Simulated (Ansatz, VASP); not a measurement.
## Two plane-wave programs on CaS

```xyz
2
Lattice="0.0000 2.8479 2.8479 2.8479 0.0000 2.8479 2.8479 2.8479 0.0000" Properties=species:S:1:pos:R:3 pbc="T T T"
Ca    0.0000    0.0000    0.0000
S     2.8479    2.8479    2.8479
```

Alike in both runs: task single point; functional r2SCAN; k mesh 6 × 6 × 6; no spin polarisation.

|  | VASP | Ansatz |
| --- | --- | --- |
| version | VASP 6.6.1 | Ansatz 0.2.0 |
| potentials or method | VASP PAW PBE potentials, release 64 (Ca_sv, S) | plane waves |
| plane-wave cutoff (eV) | 550 | 500 |
| occupations | gaussian, width 0.01 eV | fixed |
| valence electrons in the cell | 16 | 16 |

```tsv
	VASP	Ansatz	Ansatz less VASP
gap on the k mesh at the Fermi level (eV)	2.80	2.80	-0.003
pressure (GPa)	0.3	0.0	-0.30
```

VASP's potentials were made for PBE, not for r2SCAN.
